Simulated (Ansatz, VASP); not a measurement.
# One calculation of AlCu3, two programs

```xyz
4
Lattice="0.0000 2.8647 2.8647 2.8647 0.0000 2.8647 2.8647 2.8647 0.0000" Properties=species:S:1:pos:R:3 pbc="T T T"
Al    0.0000    0.0000    0.0000
Cu    2.8647    2.8647    2.8647
Cu    1.4324    1.4324    1.4324
Cu    4.2971    4.2971    4.2971
```

Alike in both runs: task single point; functional PBEsol; k mesh 12 × 12 × 12; occupations fermi-dirac, width 0.15 eV; no spin polarisation.

|  | VASP | Ansatz |
| --- | --- | --- |
| version | VASP 6.6.1 | Ansatz 0.2.0 |
| potentials or method | VASP PAW PBE potentials, release 64 (Al, Cu), cutoff 520 eV | scalar-relativistic, plane waves, PAW |
| valence electrons in the cell | 36 | 60 |

Ansatz gave:

* gap on the k mesh at the Fermi level (eV): none
* pressure (GPa): 3.2

Q: Estimate VASP's values.

A: gap on the k mesh at the Fermi level (eV): none; pressure (GPa): 3.9.

VASP's potentials were made for PBE, not for PBEsol. A gap of «none» marks a metal or a gap that the smearing closes. VASP's potentials hold 36 valence electrons a cell and Ansatz's 60, so a difference there can come from the potentials and not from the codes.
